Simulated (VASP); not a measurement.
# CsI2 (I4/mmm) in VASP: further runs

Runs on CsI2. Level: PBE. Tasks: single point.

Program: VASP 6.6.1. These are calculated values, not measurements. Logs are shortened: lines on timing, memory, paths and dates and some standing lists are left out, and cuts for length are marked.

### Step 1. The cell of the first run

Symmetry: I4/mmm, No. 139, tetragonal system. The conventional cell has a = 5.206 Å, b = 5.206 Å, c = 11.893 Å, α = 90.00°, β = 90.00°, γ = 90.00°. Cs (site symmetry 4/mmm) has 10 I at 4.02 to 4.32 Å and 4 Cs at 5.21 Å within 5.3 Å. I (site symmetry 4mm) has 5 I at 3.24 to 4.57 Å and 5 Cs at 4.02 to 4.32 Å within 4.6 Å.

### Step 2. Single point, PBE

INCAR

```
  ALGO = Normal
  EDIFF = 1E-6
  ENCUT = 520
  GGA = PE
  ISIF = 2
  ISMEAR = 0
  LASPH = True
  LCHARG = False
  LREAL = False
  LWAVE = False
  NBANDS = 18
  NELM = 100
  PREC = Accurate
  SIGMA = 0.1
```

KPOINTS

```
k-points
0
Gamma
  12 12 12
```

POSCAR

```
CsI2
1.0
   -2.6029723436      2.6029723436      5.9466200465
    2.6029723436     -2.6029723436      5.9466200465
    2.6029723436      2.6029723436     -5.9466200465
Cs I
1 2
Direct
    0.0000000000      0.0000000000      0.0000000000
    0.3636207271      0.3636207271      0.0000000000
    0.6363792729      0.6363792729      0.0000000000
```

Potentials or basis: VASP PAW PBE potentials, release 64 (Cs_sv, I).

Started as:

```console
$ cat potpaw_PBE.64/Cs_sv/POTCAR potpaw_PBE.64/I/POTCAR > POTCAR
$ mpirun -np 1 vasp_std > vasp.out
```

OUTCAR:

```text
EDIFF = 1E-6
   ENCUT = 520
   GGA = PE
   ISIF = 2
   ISMEAR = 0
   LASPH = True
   LREAL = False
   NELM = 100
   PREC = Accurate

 ion  position               nearest neighbor table
   1  0.000  0.000  0.000-
   2  0.364  0.364  0.000-   3 3.24
   3  0.636  0.636  0.000-   2 3.24

  LATTYP: Found a body centered tetragonal cell.
 ALAT       =     5.2059446872
 C/A-ratio  =     2.2845498382

  Lattice vectors:

 A1 = (  -2.6029723436,   2.6029723436,   5.9466200465)
 A2 = (   2.6029723436,  -2.6029723436,   5.9466200465)
 A3 = (   2.6029723436,   2.6029723436,  -5.9466200465)

Analysis of symmetry for initial positions (statically):
=====================================================================
 Subroutine PRICEL returns:
 Original cell was already a primitive cell.

 Routine SETGRP: Setting up the symmetry group for a
 body centered tetragonal supercell.

 Subroutine GETGRP returns: Found 16 space group operations
 (whereof 16 operations were pure point group operations)
 out of a pool of 16 trial point group operations.

The static configuration has the point symmetry D_4h.

Analysis of symmetry for dynamics (positions and initial velocities):
=====================================================================
 Subroutine PRICEL returns:
 Original cell was already a primitive cell.

 Routine SETGRP: Setting up the symmetry group for a
 body centered tetragonal supercell.

 Subroutine GETGRP returns: Found 16 space group operations
 (whereof 16 operations were pure point group operations)
 out of a pool of 16 trial point group operations.

The dynamic configuration has the point symmetry D_4h.

 Subroutine INISYM returns: Found 16 space group operations
 (whereof 16 operations are pure point group operations),
 and found     1 'primitive' translations

----------------------------------------------------------------------------------------

                                     Primitive cell

  volume of cell :     161.1645

  direct lattice vectors                    reciprocal lattice vectors
    -2.602972344  2.602972344  5.946620046     0.000000000  0.192088095  0.084081377
     2.602972344 -2.602972344  5.946620046     0.192088095  0.000000000  0.084081377
     2.602972344  2.602972344 -5.946620046     0.192088095  0.192088095  0.000000000

  length of vectors
     6.993798683  6.993798683  6.993798683     0.209684321  0.209684321  0.271653590

  position of ions in fractional coordinates (direct lattice)
     0.000000000  0.000000000  0.000000000
     0.363620727  0.363620727  0.000000000
     0.636379273  0.636379273  0.000000000

  ion indices of the primitive-cell ions
   primitive index   ion index
                 1           1
                 2           2
                 3           3

----------------------------------------------------------------------------------------

 KPOINTS: k-points

Automatic generation of k-mesh.
 Grid dimensions read from file:
 generate k-points for:   12   12   12

 Generating k-lattice:

  Cartesian coordinates                     Fractional coordinates (reciprocal lattice)
     0.000000000  0.016007341  0.007006781     0.083333333  0.000000000  0.000000000
     0.016007341  0.000000000  0.007006781     0.000000000  0.083333333  0.000000000
     0.016007341  0.016007341  0.000000000     0.000000000  0.000000000  0.083333333

  Length of vectors
     0.017473693  0.017473693  0.022637799

  Shift w.r.t. Gamma in fractional coordinates (k-lattice)
     0.000000000  0.000000000  0.000000000

 Subroutine IBZKPT returns following result:
 ===========================================

 Found    163 irreducible k-points:

 Following reciprocal coordinates:
            Coordinates               Weight
  0.000000  0.000000  0.000000      1.000000
  0.083333  0.000000 -0.000000      8.000000
  0.166667  0.000000 -0.000000      8.000000
  0.250000  0.000000 -0.000000      8.000000
  0.333333  0.000000 -0.000000      8.000000
  0.416667 -0.000000  0.000000      8.000000
[... 16 lines left out ...]
  0.500000  0.166667 -0.000000     16.000000
 -0.416667  0.166667 -0.000000     16.000000
 [... further k-points ...]
   k-points           NKPTS =    163   k-points in BZ     NKDIM =    163   number of bands    NBANDS=     18
   number of dos      NEDOS =    301   number of ions     NIONS =      3
   total plane-waves  NPLWV = 157464
   dimension x,y,z NGX =    54 NGY =   54 NGZ =   54
   dimension x,y,z NGXF=   108 NGYF=  108 NGZF=  108
   ions per type =               1   2
   NGX,Y,Z   is equivalent  to a cutoff of  12.84, 12.84, 12.84 a.u.
   NGXF,Y,Z  is equivalent  to a cutoff of  25.67, 25.67, 25.67 a.u.
 SYSTEM =  unknown system
   PREC   = accura    normal or accurate (medium, high low for compatibility)
   ISTART =      0    job   : 0-new  1-cont  2-samecut
   ICHARG =      2    charge: 1-file 2-atom 10-const
   ISPIN  =      1    spin polarized calculation?
   LNONCOLLINEAR =      F non collinear calculations
   LSORBIT =      F    spin-orbit coupling
   LASPH  =      T    aspherical Exc in radial PAW
   ENCUT  =  520.0 eV  38.22 Ry    6.18 a.u.  13.00 13.00 13.00*2*pi/ulx,y,z
   NELM   =    100;   NELMIN=  2; NELMDL= -5     # of ELM steps
   EDIFF  = 0.1E-05   stopping-criterion for ELM
   LREAL  =      F    real-space projection
   EDIFFG = 0.1E-04   stopping-criterion for IOM
   NSW    =      0    number of steps for IOM
   IBRION =     -1    ionic relax: 0-MD 1-quasi-New 2-CG
   NFREE  =      0    steps in history (QN), initial steepest desc. (CG)
   ISIF   =      2    stress and relaxation
   ISYM   =      2    0-nonsym 1-usesym 2-fastsym
   POTIM  = 0.5000    time-step for ionic-motion
   TEBEG  =    0.0;   TEEND  =   0.0 temperature during run
   PSTRESS=    0.0 pullay stress
   NELECT =      23.0000    total number of electrons
   NUPDOWN=      -1.0000    fix difference up-down
   EMIN   =  10.00;   EMAX   =-10.00  energy-range for DOS
   EFERMI =   0.00;   METHOD = LEGACY
   ISMEAR =     0;   SIGMA  =   0.10  broadening in eV -4-tet -1-fermi 0-gaus
   EFERMI_NEDOS =   21; number of points for ismear=-14 and -15
   IALGO  =     38    algorithm
   IMIX   =      4    mixing-type and parameters
     AMIX     =   0.40;   BMIX     =  1.00
     AMIX_MAG =   1.60;   BMIX_MAG =  1.00
  volume/ion in A,a.u.               =      53.72       362.53
  Fermi-wavevector in a.u.,A,eV,Ry     =   0.855515  1.616689  9.958187  0.731906
  Thomas-Fermi vector in A             =   1.972276
   LORBIT       =      0    0 simple, 1 ext, 2 COOP (PROOUT), +10 PAW based schemes
   GGA     = PE    functional components
   LHFCALC =     F    Hartree Fock is set to
   AEXX    =    0.0000 exact exchange contribution
   IVDW    =     0    specifies the selected vdW correction
   LEPSILON=     F    determine dielectric tensor
   LRPA    =     F    only Hartree local field effects (RPA)
 non-spin polarized calculation
 Gauss-broadening in eV      SIGMA  =   0.10
  energy-cutoff  :      520.00
  volume of cell :      161.16
 maximum number of plane-waves:      4378
 NGX is ok and might be reduce to    54
   NGX = 25   NGY = 25   NGZ = 25

 number of electron      23.0000000 magnetization

 Free energy of the ion-electron system (eV)
  ---------------------------------------------------
  ext. energy  EPLUGINS =         0.00000000
  ---------------------------------------------------
  free energy    TOTEN  =        -6.52918428 eV

  energy without entropy =       -6.49736984  energy(sigma->0) =       -6.51327706

 E-fermi :   0.7558     XC(G=0):  -7.1696

 val. band max:        0.7520172023   @ k =   0.3333   0.0833   0.0833
 cond. band min:       0.7564006989   @ k =  -0.4167   0.4167   0.1667
 fundamental gap:      0.0043834965
 Fermi energy:         0.7558235926

 k-point     1 :       0.0000    0.0000    0.0000
  band No.  band energies     occupation
      1     -20.1359      2.00000
      2     -11.1997      2.00000
      3     -10.3509      2.00000
      4      -6.9462      2.00000
      5      -6.9399      2.00000
      6      -6.9399      2.00000
[... 10 lines left out ...]
     17       7.1350      0.00000
     18       7.8977      0.00000

 k-point     2 :       0.0833    0.0000   -0.0000
  band No.  band energies     occupation
      1     -20.1355      2.00000
      2     -11.1967      2.00000
      3     -10.3549      2.00000
      4      -6.9479      2.00000
      5      -6.9414      2.00000
      6      -6.9379      2.00000
[... 10 lines left out ...]
     17       7.0693      0.00000
     18       7.5517      0.00000

 k-point     3 :       0.1667    0.0000   -0.0000
  band No.  band energies     occupation
      1     -20.1345      2.00000
      2     -11.1884      2.00000
      3     -10.3662      2.00000
      4      -6.9550      2.00000
      5      -6.9426      2.00000
      6      -6.9322      2.00000
[... 10 lines left out ...]
     17       7.0148      0.00000
     18       7.5331      0.00000

 k-point     4 :       0.2500    0.0000   -0.0000
  band No.  band energies     occupation
      1     -20.1331      2.00000
      2     -11.1763      2.00000
      3     -10.3825      2.00000
      4      -6.9658      2.00000
      5      -6.9419      2.00000
      6      -6.9244      2.00000
[... 10 lines left out ...]
     17       6.9616      0.00000
     18       7.2233      0.00000

 k-point     5 :       0.3333    0.0000   -0.0000
  band No.  band energies     occupation
      1     -20.1317      2.00000
      2     -11.1634      2.00000
      3     -10.4001      2.00000
      4      -6.9766      2.00000
      5      -6.9398      2.00000
      6      -6.9165      2.00000
[... 10 lines left out ...]
     17       6.9487      0.00000
     18       7.3337      0.00000

 k-point     6 :       0.4167   -0.0000    0.0000
  band No.  band energies     occupation
      1     -20.1307      2.00000
      2     -11.1534      2.00000
      3     -10.4137      2.00000
      4      -6.9843      2.00000
      5      -6.9375      2.00000
      6      -6.9107      2.00000
[... 10 lines left out ...]
     17       7.0576      0.00000
     18       7.4451      0.00000

 k-point     7 :       0.5000    0.0000   -0.0000
  band No.  band energies     occupation
      1     -20.1303      2.00000
      2     -11.1496      2.00000
      3     -10.4188      2.00000
      4      -6.9872      2.00000
      5      -6.9366      2.00000
      6      -6.9086      2.00000
[... 10 lines left out ...]
     17       7.1594      0.00000
     18       7.4804      0.00000

 k-point     8 :       0.0833    0.0833   -0.0000
  band No.  band energies     occupation
      1     -20.1352      2.00000
      2     -11.1904      2.00000
      3     -10.3641      2.00000
      4      -6.9488      2.00000
      5      -6.9484      2.00000
      6      -6.9310      2.00000
[... 10 lines left out ...]
     17       6.9518      0.00000
     18       7.2751      0.00000
[... 229 lines left out ...]
     17       7.0893      0.00000
     18       7.2619      0.00000

 k-point    20 :       0.2500    0.1667   -0.0000
  band No.  band energies     occupation
      1     -20.1318      2.00000
      2     -11.1509      2.00000
      3     -10.4093      2.00000
      4      -6.9869      2.00000
      5      -6.9562      2.00000
      6      -6.9159      2.00000
[... 10 lines left out ...]
     17       7.0257      0.00000
     18       7.4656      0.00000

 k-point    21 :       0.3333    0.1667   -0.0000
  band No.  band energies     occupation
      1     -20.1305      2.00000
      2     -11.1389      2.00000
      3     -10.4193      2.00000
      4      -6.9949      2.00000
      5      -6.9575      2.00000
      6      -6.9232      2.00000
[... 10 lines left out ...]
     17       6.9074      0.00000
     18       7.4935      0.00000

 k-point    22 :       0.4167    0.1667    0.0000
  band No.  band energies     occupation
      1     -20.1295      2.00000
      2     -11.1337      2.00000
      3     -10.4209      2.00000
      4      -6.9967      2.00000
      5      -6.9561      2.00000
      6      -6.9358      2.00000
[... 10 lines left out ...]
     17       6.8835      0.00000
     18       7.4370      0.00000

 k-point    23 :       0.5000    0.1667   -0.0000
  band No.  band energies     occupation
      1     -20.1292      2.00000
      2     -11.1370      2.00000
      3     -10.4134      2.00000
      4      -6.9951      2.00000
      5      -6.9508      2.00000
      6      -6.9489      2.00000
[... 10 lines left out ...]
     17       6.8463      0.00000
     18       7.4586      0.00000

 k-point    24 :      -0.4167    0.1667   -0.0000
  band No.  band energies     occupation
      1     -20.1296      2.00000
      2     -11.1476      2.00000
      3     -10.3990      2.00000
      4      -6.9932      2.00000
      5      -6.9584      2.00000
      6      -6.9408      2.00000
[... 10 lines left out ...]
     17       6.9965      0.00000
     18       7.2309      0.00000

 [... further k-points ...]

------------------------ aborting loop because EDIFF is reached ----------------------------------------

  FORCE on cell =-STRESS in cart. coord.  units (eV):
  Direction    XX          YY          ZZ          XY          YZ          ZX
  --------------------------------------------------------------------------------------
  -------------------------------------------------------------------------------------
  Total       -0.0012636     -0.0012636     -0.0070408      0.0000000     -0.0000000      0.0000000
  in kB       -0.0125621     -0.0125621     -0.0699939      0.0000000     -0.0000000      0.0000000
  external PRESSURE =      -0.0317061 kB  Pullay stress =       0.0000000 kB

 VOLUME and BASIS-vectors are now :
 -----------------------------------------------------------------------------
  energy-cutoff  :      520.00
  volume of cell :      161.16
      direct lattice vectors                 reciprocal lattice vectors
    -2.602972344  2.602972344  5.946620046     0.000000000  0.192088095  0.084081377
     2.602972344 -2.602972344  5.946620046     0.192088095  0.000000000  0.084081377
     2.602972344  2.602972344 -5.946620046     0.192088095  0.192088095  0.000000000

 POSITION                                       TOTAL-FORCE (eV/Angst)
 -----------------------------------------------------------------------------------
      0.00000      0.00000      0.00000         0.000000      0.000000      0.000000
      0.00000      0.00000      4.32463        -0.000000     -0.000000      0.001499
      0.00000      0.00000      7.56861         0.000000      0.000000     -0.001499
 -----------------------------------------------------------------------------------
    total drift:                                0.000000     -0.000000      0.000000

  FREE ENERGIE OF THE ION-ELECTRON SYSTEM (eV)
  ---------------------------------------------------
  free  energy   TOTEN  =        -6.5291842782 eV

  energy  without entropy=       -6.4973698449  energy(sigma->0) =       -6.51327706
```

Wall time 21 min (1 thread of Intel Xeon 8259CL, shared host); peak memory 0.71 GiB.

Results:

* Free energy: -6.5292 eV
* Pressure: 0.0 GPa
* Band gap on the k mesh: zero (an odd number of electrons rules out a gap without spin polarisation)

Caveat: spin-orbit coupling is left out, which moves the levels of the heavy elements; an odd number of electrons without spin polarisation forces a metal; a magnetic or distorted state may lie lower.

(Part 1 of 3 ends here.)
